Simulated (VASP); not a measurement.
# SrCl2 (Fm-3m) in VASP: a series of runs, part 2 of 2

VASP 6.6.1. The steps go on from the part before.

### Step 3. Single point, LDA

INCAR reads:

```
PREC = Accurate ; ENCUT = 520
EDIFF = 1E-7 ; ISMEAR = 0
SIGMA = 0.05 ; LREAL = F
LASPH = T ; NELM = 100
ALGO = Normal ; ISIF = 2
LWAVE = F ; LCHARG = F
GGA = CA ; NBANDS = 19
```

KPOINTS reads:

```
regular mesh
0
Gamma
  6 6 6
```

POSCAR reads:

```
SrCl2
1.0
    0.0000000000      3.4855000000      3.4855000000
    3.4855000000      0.0000000000      3.4855000000
    3.4855000000      3.4855000000      0.0000000000
Sr Cl
1 2
Direct
    0.0000000000      0.0000000000      0.0000000000
    0.2500000000      0.2500000000      0.2500000000
    0.7500000000      0.7500000000      0.7500000000
```

Potentials or basis: VASP PAW LDA potentials, release 64 (Sr_sv, Cl).

Launch:

```
> cat potpaw_LDA.64/Sr_sv/POTCAR potpaw_LDA.64/Cl/POTCAR > POTCAR
> mpirun -np 1 vasp_std > vasp.out
```

OUTCAR:

```text
PREC = Accurate
   ENCUT = 520
   EDIFF = 1E-7
   ISMEAR = 0
   LREAL = F
   LASPH = T
   NELM = 100
   ISIF = 2
   GGA = CA

 ion  position               nearest neighbor table
   1  0.000  0.000  0.000-   3 3.02   3 3.02   3 3.02   2 3.02   3 3.02   2 3.02   2 3.02   2 3.02

   2  0.250  0.250  0.250-   1 3.02   1 3.02   1 3.02   1 3.02
   3  0.750  0.750  0.750-   1 3.02   1 3.02   1 3.02   1 3.02

  LATTYP: Found a face centered cubic cell.
 ALAT       =     6.9710000000

  Lattice vectors:

 A1 = (   0.0000000000,   3.4855000000,   3.4855000000)
 A2 = (   3.4855000000,   0.0000000000,   3.4855000000)
 A3 = (   3.4855000000,   3.4855000000,   0.0000000000)

Analysis of symmetry for initial positions (statically):
=====================================================================
 Subroutine PRICEL returns:
 Original cell was already a primitive cell.

 Routine SETGRP: Setting up the symmetry group for a
 face centered cubic supercell.

 Subroutine GETGRP returns: Found 48 space group operations
 (whereof 48 operations were pure point group operations)
 out of a pool of 48 trial point group operations.

The static configuration has the point symmetry O_h .

Analysis of symmetry for dynamics (positions and initial velocities):
=====================================================================
 Subroutine PRICEL returns:
 Original cell was already a primitive cell.

 Routine SETGRP: Setting up the symmetry group for a
 face centered cubic supercell.

 Subroutine GETGRP returns: Found 48 space group operations
 (whereof 48 operations were pure point group operations)
 out of a pool of 48 trial point group operations.

The dynamic configuration has the point symmetry O_h .

 Subroutine INISYM returns: Found 48 space group operations
 (whereof 48 operations are pure point group operations),
 and found     1 'primitive' translations

----------------------------------------------------------------------------------------

                                     Primitive cell

  volume of cell :      84.6887

  direct lattice vectors                    reciprocal lattice vectors
     0.000000000  3.485500000  3.485500000    -0.143451442  0.143451442  0.143451442
     3.485500000  0.000000000  3.485500000     0.143451442 -0.143451442  0.143451442
     3.485500000  3.485500000  0.000000000     0.143451442  0.143451442 -0.143451442

  length of vectors
     4.929241372  4.929241372  4.929241372     0.248465185  0.248465185  0.248465185

  position of ions in fractional coordinates (direct lattice)
     0.000000000  0.000000000  0.000000000
     0.250000000  0.250000000  0.250000000
     0.750000000  0.750000000  0.750000000

  ion indices of the primitive-cell ions
   primitive index   ion index
                 1           1
                 2           2
                 3           3

----------------------------------------------------------------------------------------

 KPOINTS: regular mesh

Automatic generation of k-mesh.
 Grid dimensions read from file:
 generate k-points for:    6    6    6

 Generating k-lattice:

  Cartesian coordinates                     Fractional coordinates (reciprocal lattice)
    -0.023908574  0.023908574  0.023908574     0.166666667  0.000000000  0.000000000
     0.023908574 -0.023908574  0.023908574     0.000000000  0.166666667  0.000000000
     0.023908574  0.023908574 -0.023908574     0.000000000  0.000000000  0.166666667

  Length of vectors
     0.041410864  0.041410864  0.041410864

  Shift w.r.t. Gamma in fractional coordinates (k-lattice)
     0.000000000  0.000000000  0.000000000

 Subroutine IBZKPT returns following result:
 ===========================================

 Found     16 irreducible k-points:

 Following reciprocal coordinates:
            Coordinates               Weight
  0.000000  0.000000  0.000000      1.000000
  0.166667  0.000000  0.000000      8.000000
  0.333333  0.000000  0.000000      8.000000
  0.500000  0.000000  0.000000      4.000000
  0.166667  0.166667  0.000000      6.000000
  0.333333  0.166667  0.000000     24.000000
[... 8 lines left out ...]
 -0.333333  0.333333  0.166667     24.000000
 -0.333333  0.500000  0.166667     12.000000
   k-points           NKPTS =     16   k-points in BZ     NKDIM =     16   number of bands    NBANDS=     19
   number of dos      NEDOS =    301   number of ions     NIONS =      3
   total plane-waves  NPLWV =  64000
   dimension x,y,z NGX =    40 NGY =   40 NGZ =   40
   dimension x,y,z NGXF=    80 NGYF=   80 NGZF=   80
   ions per type =               1   2
   NGX,Y,Z   is equivalent  to a cutoff of  13.49, 13.49, 13.49 a.u.
   NGXF,Y,Z  is equivalent  to a cutoff of  26.98, 26.98, 26.98 a.u.
 SYSTEM =  unknown system
   PREC   = accura    normal or accurate (medium, high low for compatibility)
   ISTART =      0    job   : 0-new  1-cont  2-samecut
   ICHARG =      2    charge: 1-file 2-atom 10-const
   ISPIN  =      1    spin polarized calculation?
   LNONCOLLINEAR =      F non collinear calculations
   LSORBIT =      F    spin-orbit coupling
   LASPH  =      T    aspherical Exc in radial PAW
   ENCUT  =  520.0 eV  38.22 Ry    6.18 a.u.   9.17  9.17  9.17*2*pi/ulx,y,z
   NELM   =    100;   NELMIN=  2; NELMDL= -5     # of ELM steps
   EDIFF  = 0.1E-06   stopping-criterion for ELM
   LREAL  =      F    real-space projection
   EDIFFG = 0.1E-05   stopping-criterion for IOM
   NSW    =      0    number of steps for IOM
   IBRION =     -1    ionic relax: 0-MD 1-quasi-New 2-CG
   NFREE  =      0    steps in history (QN), initial steepest desc. (CG)
   ISIF   =      2    stress and relaxation
   ISYM   =      2    0-nonsym 1-usesym 2-fastsym
   POTIM  = 0.5000    time-step for ionic-motion
   TEBEG  =    0.0;   TEEND  =   0.0 temperature during run
   PSTRESS=    0.0 pullay stress
   NELECT =      24.0000    total number of electrons
   NUPDOWN=      -1.0000    fix difference up-down
   EMIN   =  10.00;   EMAX   =-10.00  energy-range for DOS
   EFERMI =   0.00;   METHOD = LEGACY
   ISMEAR =     0;   SIGMA  =   0.05  broadening in eV -4-tet -1-fermi 0-gaus
   EFERMI_NEDOS =   21; number of points for ismear=-14 and -15
   IALGO  =     38    algorithm
   IMIX   =      4    mixing-type and parameters
     AMIX     =   0.40;   BMIX     =  1.00
     AMIX_MAG =   1.60;   BMIX_MAG =  1.00
  volume/ion in A,a.u.               =      28.23       190.50
  Fermi-wavevector in a.u.,A,eV,Ry     =   1.075318  2.032056 15.732530  1.156308
  Thomas-Fermi vector in A             =   2.211171
   LORBIT       =      0    0 simple, 1 ext, 2 COOP (PROOUT), +10 PAW based schemes
   GGA     = CA    functional components
   LHFCALC =     F    Hartree Fock is set to
   AEXX    =    0.0000 exact exchange contribution
   IVDW    =     0    specifies the selected vdW correction
   LEPSILON=     F    determine dielectric tensor
   LRPA    =     F    only Hartree local field effects (RPA)
 non-spin polarized calculation
 Gauss-broadening in eV      SIGMA  =   0.05
  energy-cutoff  :      520.00
  volume of cell :       84.69
 maximum number of plane-waves:      2301
 NGX is ok and might be reduce to    40
   NGX = 19   NGY = 19   NGZ = 19

 number of electron      24.0000000 magnetization

 Free energy of the ion-electron system (eV)
  ---------------------------------------------------
  ext. energy  EPLUGINS =         0.00000000
  ---------------------------------------------------
  free energy    TOTEN  =       -14.02903506 eV

  energy without entropy =      -14.02903506  energy(sigma->0) =      -14.02903506

 E-fermi :   0.2645     XC(G=0):  -8.8101

 val. band max:       -0.0222828015   @ k =   0.5000   0.5000   0.0000
 cond. band min:       4.8726476583   @ k =   0.0000   0.0000   0.0000
 fundamental gap:      4.8949304597
 Fermi energy:         0.2644591431

 k-point     1 :       0.0000    0.0000    0.0000
  band No.  band energies     occupation
      1     -32.7098      2.00000
      2     -14.8120      2.00000
      3     -14.8120      2.00000
      4     -14.8120      2.00000
      5     -13.2664      2.00000
      6     -12.3781      2.00000
[... 11 lines left out ...]
     18       8.6844      0.00000
     19       9.1816      0.00000
[... 309 lines left out ...]
 k-point    16 :      -0.3333    0.5000    0.1667
  band No.  band energies     occupation
      1     -32.7052      2.00000
      2     -15.1041      2.00000
      3     -14.9392      2.00000
      4     -14.8484      2.00000
      5     -12.6285      2.00000
      6     -12.5135      2.00000
[... 11 lines left out ...]
     18       9.2111      0.00000
     19       9.6941      0.00000

------------------------ aborting loop because EDIFF is reached ----------------------------------------

  FORCE on cell =-STRESS in cart. coord.  units (eV):
  Direction    XX          YY          ZZ          XY          YZ          ZX
  --------------------------------------------------------------------------------------
  -------------------------------------------------------------------------------------
  Total       -1.4019484     -1.4019484     -1.4019484      0.0000000      0.0000000      0.0000000
  in kB      -26.5226771    -26.5226771    -26.5226771      0.0000000      0.0000000      0.0000000
  external PRESSURE =     -26.5226771 kB  Pullay stress =       0.0000000 kB

 VOLUME and BASIS-vectors are now :
 -----------------------------------------------------------------------------
  energy-cutoff  :      520.00
  volume of cell :       84.69
      direct lattice vectors                 reciprocal lattice vectors
     0.000000000  3.485500000  3.485500000    -0.143451442  0.143451442  0.143451442
     3.485500000  0.000000000  3.485500000     0.143451442 -0.143451442  0.143451442
     3.485500000  3.485500000  0.000000000     0.143451442  0.143451442 -0.143451442

 POSITION                                       TOTAL-FORCE (eV/Angst)
 -----------------------------------------------------------------------------------
      0.00000      0.00000      0.00000         0.000000     -0.000000      0.000000
      1.74275      1.74275      1.74275         0.000000      0.000000     -0.000000
      5.22825      5.22825      5.22825        -0.000000     -0.000000      0.000000
 -----------------------------------------------------------------------------------
    total drift:                               -0.000000     -0.000000      0.000000

  FREE ENERGIE OF THE ION-ELECTRON SYSTEM (eV)
  ---------------------------------------------------
  free  energy   TOTEN  =       -14.0290350571 eV

  energy  without entropy=      -14.0290350571  energy(sigma->0) =      -14.02903506
```

OSZICAR:

```text
N       E                     dE             d eps       ncg     rms          rms(c)
DAV:   1     0.138708616387E+03    0.13871E+03   -0.11542E+04   608   0.114E+03
DAV:   2    -0.527650646633E+01   -0.14399E+03   -0.13960E+03   798   0.223E+02
DAV:   3    -0.140672749922E+02   -0.87908E+01   -0.87618E+01   799   0.540E+01
DAV:   4    -0.143497785877E+02   -0.28250E+00   -0.28212E+00   981   0.843E+00
DAV:   5    -0.143534836687E+02   -0.37051E-02   -0.37045E-02   815   0.883E-01    0.138E+01
DAV:   6    -0.140619792893E+02    0.29150E+00   -0.54571E-01   683   0.403E+00    0.899E+00
DAV:   7    -0.140328911009E+02    0.29088E-01   -0.27999E-01   783   0.321E+00    0.169E+00
DAV:   8    -0.140284309240E+02    0.44602E-02   -0.49765E-02   697   0.116E+00    0.308E-01
DAV:   9    -0.140287897906E+02   -0.35887E-03   -0.13745E-03   711   0.229E-01    0.109E-01
DAV:  10    -0.140289961338E+02   -0.20634E-03   -0.12831E-04   757   0.655E-02    0.237E-02
DAV:  11    -0.140290318027E+02   -0.35669E-04   -0.21831E-05   726   0.289E-02    0.217E-02
DAV:  12    -0.140290344269E+02   -0.26242E-05   -0.48067E-06   822   0.108E-02    0.452E-03
DAV:  13    -0.140290350461E+02   -0.61917E-06   -0.54801E-07   707   0.390E-03    0.203E-03
DAV:  14    -0.140290350571E+02   -0.10966E-07   -0.37220E-08   635   0.119E-03
   1 F= -.14029035E+02 E0= -.14029035E+02  d E =-.204090E-17
```

stdout:

```text
POSCAR found type information on POSCAR SrCl
 POSCAR found :  2 types and       3 ions
 scaLAPACK will be used
 LDA part: xc-table for (Slater(with rela. corr.)+CA(PZ))
 , standard interpolation
 POSCAR, INCAR and KPOINTS ok, starting setup
 FFT: planning ... GRIDC
 FFT: planning ... GRID_SOFT
 FFT: planning ... GRID
 WAVECAR not read
 entering main loop
```

It took 30 s on 1 thread of Intel Xeon Platinum 8259CL at 2.50GHz (Skylake/Cascade Lake), shared host; peak memory 0.2 GiB.

What came out:

```
Free energy            : -14.0290 eV
Pressure               : -2.7 GPa
Band gap on the k mesh : 4.89 eV, indirect (least direct gap 5.15 eV)
```

Levels at points of the mesh, in eV from the valence-band top:
```tsv
k point	band 9	band 10	band 11	band 12	band 13	band 14	band 15	band 16
(0.00, 0.00, 0.00)	-2.20	-0.35	-0.35	-0.35	4.89	5.82	5.82	8.71
(0.50, 0.00, 0.00)	-1.57	-1.38	-1.08	-1.08	6.44	6.44	7.30	7.45
(0.50, 0.50, 0.00)	-1.94	-0.42	-0.42	0.00	5.15	6.81	7.36	7.85
```

A k mesh can miss the band edges. As with any semilocal functional, this LDA gap is likely too small.
